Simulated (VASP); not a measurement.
Here is a VASP 6.6.1 calculation.

File INCAR:

```
SYSTEM = Ca
PREC     = Accurate       ! precision mode
ENCUT    = 600            ! plane-wave cutoff, eV
EDIFF    = 1E-7           ! SCF threshold, eV
ISMEAR   = -1             ! smearing method
SIGMA    = 0.02           ! smearing width, eV
LREAL    = .False.        ! projectors in reciprocal space
LASPH    = .True.         ! aspherical terms in the spheres
NELM     = 80             ! most SCF steps
ALGO     = Normal         ! electronic algorithm
ISIF     = 8              ! what is computed and relaxed
LWAVE    = .False.        ! write WAVECAR
LCHARG   = .False.        ! write CHGCAR
GGA      = PE             ! functional
IBRION   = 2              ! ionic algorithm
NSW      = 80             ! ionic steps
EDIFFG   = -0.01          ! ionic threshold
```

Contents of KPOINTS:

```
Automatic mesh
0
Gamma
  14 14 14
  0 0 0
```

POSCAR

```
Ca
1.0
    0.0000000000      2.7942000000      2.7942000000
    2.7942000000      0.0000000000      2.7942000000
    2.7942000000      2.7942000000      0.0000000000
Ca
1
Direct
    0.0000000000      0.0000000000      0.0000000000
```

Potentials or basis: VASP PAW PBE potentials, release 64 (Ca_sv).

Launch:

```bash
$ cat potpaw_PBE.64/Ca_sv/POTCAR > POTCAR
$ mpirun -np 1 vasp_std > vasp.out
```

Question: Estimate the band gap on the k mesh.

Answer: Zero (band 5 reaches 2.10 eV, above the bottom of band 6 at 1.79 eV).

Question: Estimate the relaxed volume.

Answer: 42.28 Å³/atom.

Question: Predict the relaxed cell.

Answer: a = 3.911 Å, b = 3.911 Å, c = 3.911 Å, α = 60.00°, β = 60.00°, γ = 60.00°.

Question: Estimate the space group after relaxing (to 0.05 Å).

Answer: Fm-3m (No. 225).

Final structure:
```
CELL_PARAMETERS angstrom
0.00000 2.76515 2.76515
2.76515 0.00000 2.76515
2.76515 2.76515 0.00000
ATOMIC_POSITIONS crystal
Ca 0.00000 0.00000 0.00000
```
